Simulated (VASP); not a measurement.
TaRh3, 4 atoms in the cell. The structure is cubic, space group Pm-3m (No. 221). Conventional cell: a = 3.786 Å, b = 3.786 Å, c = 3.786 Å, α = 90.00°, β = 90.00°, γ = 90.00°. Ta (site symmetry m-3m) has 12 Rh at 2.68 Å within 3.5 Å. Within 3.5 Å of Rh (site symmetry 4/mmm) lie 4 Ta at 2.68 Å and 8 Rh at 2.68 Å. 

| Quantity | Value |
| --- | --- |
| Program | VASP 6.6.1 |
| Task | relaxation of the atoms |
| Functional | r2SCAN |
| Potentials or basis | VASP PAW PBE potentials, release 64 (Ta_pv, Rh_pv) |
| Cutoff | 520 eV |
| k mesh | 9 × 9 × 9 |
| Occupations | fermi-dirac, width 0.1 eV |
| Spin | no spin polarisation |
| Dipole correction | no |
| Further INCAR settings | ALGO = Normal; EDIFF = 1e-07; IBRION = 2; EDIFFG = -0.01; NSW = 50 |

Potentials or basis: VASP PAW PBE potentials, release 64 (Ta_pv, Rh_pv).

Run with:

```bash
$ cat potpaw_PBE.64/Ta_pv/POTCAR potpaw_PBE.64/Rh_pv/POTCAR > POTCAR
$ cp INCAR.step1 INCAR
$ mpirun -np 1 vasp_std > vasp.out
$ cp INCAR.step2 INCAR
$ mpirun -np 1 vasp_std > vasp.out
```

Hardware: 1 thread of Oxide Virtual Turin-like Processor, on a shared host.

Question: How long does it take, and how much memory?

Answer: It took 3.5 min on 1 thread of Oxide Virtual Turin-like Processor (shared host), peak memory 0.17 GiB. Counts: k points 35, ion steps 1.
